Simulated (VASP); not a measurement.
# ZnSe (F-43m) in VASP: a series of runs

The runs below take ZnSe through vibrations by perturbation theory, with PBEsol.

Everything below comes from runs of VASP 6.6.1. Logs are shortened: lines on timing, memory, paths and dates and some standing lists are left out, and cuts for length are marked.

## Step 1: The cell of the first run

Symmetry: F-43m, No. 216, cubic system. The conventional cell has a = 5.220 Å, b = 5.220 Å, c = 5.220 Å, α = 90.00°, β = 90.00°, γ = 90.00°. Zn (site symmetry -43m) has 4 Se at 2.26 Å within 3.0 Å. Se (site symmetry -43m) has 4 Zn at 2.26 Å within 3.0 Å.

## Step 2: Vibrations by perturbation theory, PBEsol

File INCAR:

```
SYSTEM = ZnSe
PREC = Accurate
ENCUT = 520
EDIFF = 1E-8
ISMEAR = 0
SIGMA = 0.01
LREAL = .False.
LASPH = .True.
NELM = 80
ALGO = Normal
ISIF = 2
LWAVE = .False.
LCHARG = .False.
GGA = PS
IBRION = 8
NSW = 1
LEPSILON = .True.
```

File KPOINTS:

```
Automatic mesh
0
Gamma
  10 10 10
  0 0 0
```

File POSCAR:

```
ZnSe
1.0
    0.0000000000      2.6101889491      2.6101889491
    2.6101889491      0.0000000000      2.6101889491
    2.6101889491      2.6101889491      0.0000000000
Zn Se
1 1
Direct
    0.0000000000      0.0000000000      0.0000000000
    0.7500000000      0.7500000000      0.7500000000
```

Potentials or basis: VASP PAW PBE potentials, release 64 (Zn, Se).

The run is started by

```sh
$ cat potpaw_PBE.64/Zn/POTCAR potpaw_PBE.64/Se/POTCAR > POTCAR
$ mpirun -np 1 vasp_std > vasp.out
```

OUTCAR:

```text
SYSTEM = ZnSe
   PREC = Accurate
   ENCUT = 520
   EDIFF = 1E-8
   ISMEAR = 0
   LREAL = .False.
   LASPH = .True.
   NELM = 80
   ISIF = 2
   GGA = PS
   IBRION = 8
   NSW = 1
   LEPSILON = .True.

 ion  position               nearest neighbor table
   1  0.000  0.000  0.000-   2 2.26   2 2.26   2 2.26   2 2.26
   2  0.750  0.750  0.750-   1 2.26   1 2.26   1 2.26   1 2.26

  LATTYP: Found a face centered cubic cell.
 ALAT       =     5.2203778982

  Lattice vectors:

 A1 = (   0.0000000000,   2.6101889491,   2.6101889491)
 A2 = (   2.6101889491,   0.0000000000,   2.6101889491)
 A3 = (   2.6101889491,   2.6101889491,   0.0000000000)

Analysis of symmetry for initial positions (statically):
=====================================================================
 Subroutine PRICEL returns:
 Original cell was already a primitive cell.

 Routine SETGRP: Setting up the symmetry group for a
 face centered cubic supercell.

 Subroutine GETGRP returns: Found 24 space group operations
 (whereof 24 operations were pure point group operations)
 out of a pool of 48 trial point group operations.

The static configuration has the point symmetry T_d .

Analysis of symmetry for dynamics (positions and initial velocities):
=====================================================================
 Subroutine PRICEL returns:
 Original cell was already a primitive cell.

 Routine SETGRP: Setting up the symmetry group for a
 face centered cubic supercell.

 Subroutine GETGRP returns: Found 24 space group operations
 (whereof 24 operations were pure point group operations)
 out of a pool of 48 trial point group operations.

The dynamic configuration has the point symmetry T_d .

 Subroutine INISYM returns: Found 24 space group operations
 (whereof 24 operations are pure point group operations),
 and found     1 'primitive' translations

[... 616 lines left out ...]
     0.00000 16.60787  0.01625

 MACROSCOPIC STATIC DIELECTRIC TENSOR (including local field effects in DFT)
 ------------------------------------------------------
           7.244119    -0.000000    -0.000000
           0.000000     7.244119    -0.000000
           0.000000     0.000000     7.244119
 ------------------------------------------------------

 PIEZOELECTRIC TENSOR (including local field effects)  for field in x, y, z        (e  Angst)
          XX          YY          ZZ          XY          YZ          ZX
  --------------------------------------------------------------------------------
  x    -0.00000     0.00000    -0.00000     0.00000     1.28940     0.00000
  y     0.00000     0.00000    -0.00000     0.00000     0.00000     1.28940
  z     0.00000     0.00000     0.00000     1.28940     0.00000     0.00000

 PIEZOELECTRIC TENSOR (including local field effects)  for field in x, y, z        (C/m^2)
          XX          YY          ZZ          XY          YZ          ZX
  --------------------------------------------------------------------------------
  x    -0.00000     0.00000    -0.00000     0.00000     0.58083     0.00000
  y     0.00000     0.00000    -0.00000     0.00000     0.00000     0.58083
  z     0.00000     0.00000     0.00000     0.58083     0.00000     0.00000

 BORN EFFECTIVE CHARGES (including local field effects) (in |e|, cummulative output)
 ---------------------------------------------------------------------------------
 ion    1
    1     1.66148    -0.00000     0.00000
    2     0.00000     1.66148    -0.00000
    3     0.00000     0.00000     1.66148
 ion    2
    1    -1.66148     0.00000     0.00000
    2    -0.00000    -1.66148     0.00000
    3     0.00000    -0.00000    -1.66148

 INTERNAL STRAIN TENSOR FOR ION    2 for displacements in x,y,z  (eV/Angst):
          X           Y           Z          XY          YZ          ZX
  --------------------------------------------------------------------------------
  x     0.00000    -0.00000    -0.00000     0.00000    16.60787     0.00000
  y    -0.00000     0.00000    -0.00000     0.00000     0.00000    16.60787
  z    -0.00000    -0.00000     0.00000    16.60787     0.00000     0.00000

 SECOND DERIVATIVES (NOT SYMMETRIZED)
 ------------------------------------
               1X          1Y          1Z          2X          2Y          2Z
  1X   -11.955930    0.000000    0.000000   11.955930    0.000000    0.000000
  1Y     0.000000  -11.955930    0.000000    0.000000   11.955930    0.000000
  1Z     0.000000    0.000000  -11.955930    0.000000    0.000000   11.955930
  2X    12.018885    0.000000    0.000000  -12.018885    0.000000    0.000000
  2Y     0.000000   12.018885    0.000000    0.000000  -12.018885    0.000000
  2Z     0.000000    0.000000   12.018885    0.000000    0.000000  -12.018885

 Eigenvectors and eigenvalues of the dynamical matrix
 ----------------------------------------------------

   1 f  =    9.049181 THz    56.857682 2PiTHz  301.848193 cm-1    37.424389 meV
             X         Y         Z           dx          dy          dz
      0.000000  0.000000  0.000000    -0.738716    0.000000    0.000000
      3.915283  3.915283  3.915283     0.674016    0.000000    0.000000
[... 21 lines left out ...]
   6 f/i=    0.011831 THz     0.074338 2PiTHz    0.394648 cm-1     0.048930 meV
             X         Y         Z           dx          dy          dz
      0.000000  0.000000  0.000000     0.000000    0.337779    0.583269
      3.915283  3.915283  3.915283     0.000000    0.370204    0.639258

--------------------------------------------------------------------------------------------------------

 MACROSCOPIC STATIC DIELECTRIC TENSOR IONIC CONTRIBUTION
 ------------------------------------------------------
           1.171611     0.000000    -0.000000
           0.000000     1.171611    -0.000000
          -0.000000    -0.000000     1.171611
 ------------------------------------------------------

 ELASTIC MODULI CONTR FROM IONIC RELAXATION (kBar)
 Direction    XX          YY          ZZ          XY          YZ          ZX
 --------------------------------------------------------------------------------
 XX          -0.0000     -0.0000     -0.0000      0.0000     -0.0000      0.0000
 YY          -0.0000     -0.0000     -0.0000      0.0000      0.0000     -0.0000
 ZZ          -0.0000     -0.0000     -0.0000     -0.0000      0.0000      0.0000
 XY           0.0000      0.0000     -0.0000  -1036.6316      0.0000      0.0000
 YZ          -0.0000      0.0000      0.0000      0.0000  -1036.6316      0.0000
 ZX           0.0000     -0.0000      0.0000      0.0000      0.0000  -1036.6316
 --------------------------------------------------------------------------------

 PIEZOELECTRIC TENSOR IONIC CONTR  for field in x, y, z        (C/m^2)
          XX          YY          ZZ          XY          YZ          ZX
  --------------------------------------------------------------------------------
  x    -0.00000     0.00000     0.00000     0.00000    -1.03699     0.00000
  y     0.00000    -0.00000     0.00000     0.00000    -0.00000    -1.03699
  z     0.00000     0.00000    -0.00000    -1.03699     0.00000    -0.00000
```

OSZICAR:

```text
N       E                     dE             d eps       ncg     rms          rms(c)
DAV:   1     0.875642210572E+02    0.87564E+02   -0.94469E+03  1222   0.174E+03
DAV:   2    -0.126565016389E+01   -0.88830E+02   -0.84779E+02  1282   0.287E+02
DAV:   3    -0.648962530533E+01   -0.52240E+01   -0.52046E+01  1547   0.709E+01
[... 178 lines left out ...]
RMM:   5    -0.811112229017E-01   -0.21799E-04   -0.50095E-06  7658   0.136E-02    0.531E-03
RMM:   6    -0.810969846515E-01    0.14238E-04   -0.80956E-07  7367   0.363E-03    0.234E-03
RMM:   7    -0.810907833977E-01    0.62013E-05    0.46118E-08  7798   0.124E-03    0.390E-04
RMM:   8    -0.810930688388E-01   -0.22854E-05   -0.54582E-08  7979   0.432E-04    0.522E-05
RMM:   9    -0.810930708201E-01   -0.19813E-08   -0.56639E-09  8100   0.178E-04    0.120E-05
 Linear response finished
```

stdout:

```text
POSCAR found type information on POSCAR ZnSe
 POSCAR found :  2 types and       2 ions
 scaLAPACK will be used
 -----------------------------------------------------------------------------
|                                                                             |
|                                                                             |
|     You enforced a specific xc type in the INCAR file but a different       |
[... 39 lines left out ...]
 force on displaced ion       1 direction 1 : -11.956  -0.000  -0.000
 Born effective charge ion    1 direction 1 :   1.655   0.000   0.000
 Linear response progress:
 first order change of Fermi-energy   0.75253E-01
 force on displaced ion       2 direction 1 : -12.019   0.000   0.000
 Born effective charge ion    2 direction 1 :  -1.667   0.000   0.000
 Born effective charges drift removed
 Linear response finished
```

Wall time 5.8 min (1 thread of Intel Xeon Platinum 8488C (Sapphire Rapids), shared host); peak memory 0.34 GiB.

What came out:

```yaml
Electronic_dielectric_tensor_diagonal: 7.24
Born_charges_mean_of_the_diagonal: Zn +1.66; Se -1.66 e
Highest_phonon_frequency_at_Γ_LO-TO_splitting_left_out: 302 cm⁻¹
```

Phonon frequencies in cm⁻¹ (negative: imaginary):
```
              q point        frequencies
(0.000, 0.000, 0.000)  0 0 0 302 302 302
```

Electronic dielectric tensor:
```
7.24 0.00 0.00
0.00 7.24 0.00
0.00 0.00 7.24
```

Born effective charge tensors (e):
atom 1, Zn
```
1.66 0.00 0.00
0.00 1.66 0.00
0.00 0.00 1.66
```
atom 2, Se
```
-1.66  0.00  0.00
 0.00 -1.66  0.00
 0.00  0.00 -1.66
```

Caveat: the cell wasn't relaxed at this level first, which shifts response properties.

(Continued in part 2 of 2.)
